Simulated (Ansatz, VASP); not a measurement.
# One calculation of RbBr, two programs

```
Rb Br
1.0
     0.00000    3.46105    3.46105
     3.46105    0.00000    3.46105
     3.46105    3.46105    0.00000
Rb Br
1 1
Direct
  0.00000 0.00000 0.00000
  0.50000 0.50000 0.50000
```

Alike in both runs: task single point; functional r2SCAN; k mesh 6 × 6 × 6; no spin polarisation.

|  | VASP | Ansatz |
| --- | --- | --- |
| version | VASP 6.6.1 | Ansatz 0.2.0 |
| potentials or method | VASP PAW PBE potentials, release 64 (Rb_sv, Br) | plane waves, PAW |
| plane-wave cutoff (eV) | 520 | 500 |
| occupations | gaussian, width 0.01 eV | fixed |
| valence electrons in the cell | 16 | 16 |

|  | VASP | Ansatz | Ansatz less VASP |
| --- | --- | --- | --- |
| gap on the k mesh at the Fermi level (eV) | 4.89 | 4.89 | 0.000 |
| pressure (GPa) | 0.0 | 0.0 | -0.02 |

VASP's potentials were made for PBE, not for r2SCAN.
